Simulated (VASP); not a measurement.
Input of a VASP 6.6.1 run:

Contents of INCAR:

```
SYSTEM = HfN
PREC = Accurate ; ENCUT = 600
EDIFF = 1E-6 ; ISMEAR = 0
SIGMA = 0.1 ; LREAL = .False.
LASPH = .True. ; NELM = 120
ALGO = Normal ; ISIF = 2
LWAVE = .False. ; LCHARG = .True.
GGA = PE ; LELF = .True.
LVHAR = .True. ; NBANDS = 23
GGA_COMPAT = .False.
```

The input KPOINTS:

```
regular mesh
0
Gamma
  3 3 1
  0 0 0
```

Contents of POSCAR:

```
HfN
1.0
    3.1294115959     -0.0009794440     -0.0472353042
   -1.5655540214      2.7007540463     -0.0098392955
   -0.0816433249     -0.0667743473      5.5104291750
Hf N
2 2
Direct
    0.6666666667      0.3333333333      0.7500000000
    0.3333333333      0.6666666667      0.2500000000
    0.0000000000      0.0000000000      0.0000000000
    0.0000000000      0.0000000000      0.5000000000
```

Potentials or basis: VASP PAW PBE potentials, release 64 (Hf_pv, N).

Launch:

```bash
$ cat potpaw_PBE.64/Hf_pv/POTCAR potpaw_PBE.64/N/POTCAR > POTCAR
$ mpirun -np 1 vasp_std > vasp.out
```

Task: Predict the largest force.

Result: 0.054 eV/Å.

Task: What does it give for the pressure?

Result: 2.7 GPa.

Task: Estimate the band gap on the k mesh.

Result: 0.01 eV, direct.

Forces on the atoms (eV/Å):
```
Hf   0.051 -0.019 -0.001
Hf  -0.051  0.019  0.001
N    0.000  0.000  0.000
N    0.000  0.000  0.000
```

Caveat: the k points lie up to 1.14 Å⁻¹ apart; spin-orbit coupling is left out, which moves the levels of the heavy elements. A k mesh can miss the band edges.
